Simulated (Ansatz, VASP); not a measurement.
## InSb in VASP and in Ansatz

File INCAR:

```
ALGO     = Normal         # electronic algorithm
DIPOL    = 0.5 0.5 0.427
EDIFF    = 1E-6           # SCF threshold, eV
ENCUT    = 520            # plane-wave cutoff, eV
GGA      = PE             # functional
IDIPOL   = 3            
ISIF     = 2              # what is computed and relaxed
ISMEAR   = 0              # smearing method
IVDW     = 12             # dispersion correction
LASPH    = True           # aspherical terms in the spheres
LCHARG   = False          # write CHGCAR
LDIPOL   = True         
LREAL    = False          # projectors in reciprocal space
LWAVE    = False          # write WAVECAR
NBANDS   = 66             # bands
NELM     = 60             # most SCF steps
PREC     = Accurate       # precision mode
SIGMA    = 0.1            # smearing width, eV
```

KPOINTS

```
k-points
0
Gamma
  2 3 1
```

Contents of POSCAR:

```
InSb
1.0
    9.2586444657      0.0000000000      0.0000000000
    0.0000000000      6.5468502863      0.0000000000
    0.0000000000      0.0000000000     24.0793222328
In Sb
6 6
Direct
    0.2500000000      0.5000000000      0.3322352648
    0.7500000000      0.5000000000      0.3322352648
    0.4973644508      0.0768546986      0.4415087917
   -0.0046144912      0.0635447783      0.4394377477
    0.7531178987      0.5041027893      0.5044148023
    0.2428908600      0.5037494713      0.4961131422
    0.5000000000      0.2500000000      0.3322352648
    0.0000000000      0.2500000000      0.3322352648
    0.7445597277      0.8142302293      0.4198157990
    0.2488552316      0.8227638206      0.4158367608
    0.0035718880      0.2853901937      0.5398546463
    0.4912070812      0.3125635437      0.5410418824
```

Input for Ansatz:

```yaml
crystal:
  lattice:
    - [9.2586444657, 0.0, 0.0]
    - [0.0, 6.5468502863, 0.0]
    - [0.0, 0.0, 24.0793222328]
  atoms:
    - { symbol: In, position: [0.25, 0.5, 0.3322352648] }
    - { symbol: In, position: [0.75, 0.5, 0.3322352648] }
    - { symbol: Sb, position: [0.5, 0.25, 0.3322352648] }
    - { symbol: Sb, position: [0.0, 0.25, 0.3322352648] }
    - { symbol: In, position: [0.4973644508, 0.0768546986, 0.4415087917] }
    - { symbol: In, position: [-0.0046144912, 0.0635447783, 0.4394377477] }
    - { symbol: Sb, position: [0.7445597277, 0.8142302293, 0.419815799] }
    - { symbol: Sb, position: [0.2488552316, 0.8227638206, 0.4158367608] }
    - { symbol: In, position: [0.7531178987, 0.5041027893, 0.5044148023] }
    - { symbol: In, position: [0.24289086, 0.5037494713, 0.4961131422] }
    - { symbol: Sb, position: [0.003571888, 0.2853901937, 0.5398546463] }
    - { symbol: Sb, position: [0.4912070812, 0.3125635437, 0.5410418824] }
basis:
  ecutwfc: 420
kpoints:
  mp_grid: { grid: [2, 3, 1] }
hamiltonian:
  xc: pbe
  dispersion: d3bj
scf:
  occupations: { method: gaussian, width: 0.1 }
output:
  forces: true
  eigenvalues: true
  write_density: true
  volumetric_format: npy
efield:
  axis: 3
  dipole_correction: true
  ramp_width: 0.04
```

Alike in both runs: task single point; functional PBE; dispersion D3(BJ); k mesh 2 × 3 × 1; occupations gaussian, width 0.1 eV; no spin polarisation.

```csv
,VASP,Ansatz
version,VASP 6.6.1,Ansatz 0.2.0
potentials or method,"VASP PAW PBE potentials, release 64 (In_d, Sb), cutoff 520 eV","scalar-relativistic, plane waves, PAW"
valence electrons in the cell,108,168
```

Ansatz gave:

```
gap on the k mesh at the Fermi level (eV) : 0.18
least direct gap on the mesh (eV)         : 0.34
rms of the force components (eV/Å)        : 0.253
```

Task: Which values does VASP return?

Result: gap on the k mesh at the Fermi level (eV): 0.18; least direct gap on the mesh (eV): 0.33; rms of the force components (eV/Å): 0.253.

VASP's potentials hold 108 valence electrons a cell and Ansatz's 168, so a difference there can come from the potentials and not from the codes.

Spin-orbit coupling is off throughout.
